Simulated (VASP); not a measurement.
A run of VASP 6.6.1:

The input INCAR:

```
SYSTEM = AlRu
PREC     = Accurate       ! precision mode
ENCUT    = 520            ! plane-wave cutoff, eV
EDIFF    = 1E-6           ! SCF threshold, eV
ISMEAR   = -1             ! smearing method
SIGMA    = 0.05           ! smearing width, eV
LREAL    = .FALSE.        ! projectors in reciprocal space
LASPH    = .TRUE.         ! aspherical terms in the spheres
NELM     = 60             ! most SCF steps
ALGO     = Normal         ! electronic algorithm
ISIF     = 2              ! what is computed and relaxed
LWAVE    = .FALSE.        ! write WAVECAR
LCHARG   = .FALSE.        ! write CHGCAR
GGA      = PS             ! functional
NBANDS   = 16             ! bands
```

The input KPOINTS:

```
Automatic mesh
0
G
  14 14 14
  0 0 0
```

The input POSCAR:

```
AlRu
1.0
    2.9765098736      0.0000000000      0.0000000000
    0.0000000000      2.9765098736      0.0000000000
    0.0000000000      0.0000000000      2.9765098736
Al Ru
1 1
Direct
    0.0000000000      0.0000000000      0.0000000000
    0.5000000000      0.5000000000      0.5000000000
```

Potentials or basis: VASP PAW PBE potentials, release 64 (Al, Ru_pv).

Command:

```console
$ cat potpaw_PBE.64/Al/POTCAR potpaw_PBE.64/Ru_pv/POTCAR > POTCAR
$ mpirun -np 1 vasp_std > vasp.out
```

Hardware: 1 thread of Intel(R) Xeon(R) 6975P-C (Granite Rapids), with other jobs on the host.

Estimate the wall time of this run.

Wall time 22 s on 1 thread of Intel(R) Xeon(R) 6975P-C (Granite Rapids), on a shared host, peak memory 0.17 GiB. Counts: scf iterations 12, k points 120.
